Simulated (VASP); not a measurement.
A run of VASP 6.6.1 is set up as follows.

Contents of INCAR:

```
SYSTEM = Rh
PREC     = Accurate       ! precision mode
ENCUT    = 520            ! plane-wave cutoff, eV
EDIFF    = 1E-7           ! SCF threshold, eV
ISMEAR   = -1             ! smearing method
SIGMA    = 0.1            ! smearing width, eV
LREAL    = .False.        ! projectors in reciprocal space
LASPH    = .True.         ! aspherical terms in the spheres
NELM     = 60             ! most SCF steps
ALGO     = Normal         ! electronic algorithm
ISIF     = 2              ! what is computed and relaxed
LWAVE    = .False.        ! write WAVECAR
LCHARG   = .True.         ! write CHGCAR
GGA      = RP             ! functional
LELF     = .True.         ! ELF
LVHAR    = .True.       
NBANDS   = 14             ! bands
```

The input KPOINTS:

```
regular mesh
0
Gamma
  20 20 20
  0 0 0
```

The input POSCAR:

```
Rh
1.0
    2.5560625817      0.0000000000      0.0000000000
    0.0000000000      2.5560625817      0.0000000000
    0.0000000000      0.0000000000      2.5560625817
Rh
1
Direct
    0.0000000000      0.0000000000      0.0000000000
```

Potentials or basis: VASP PAW PBE potentials, release 64 (Rh_pv).

The run is started by

```console
$ cat potpaw_PBE.64/Rh_pv/POTCAR > POTCAR
$ mpirun -np 1 vasp_std > vasp.out
```

Problem. What does it give for the pressure?

Solution. 0.1 GPa.

Caveat: the PAW data sets were made with another functional, which shifts forces and pressure a little.
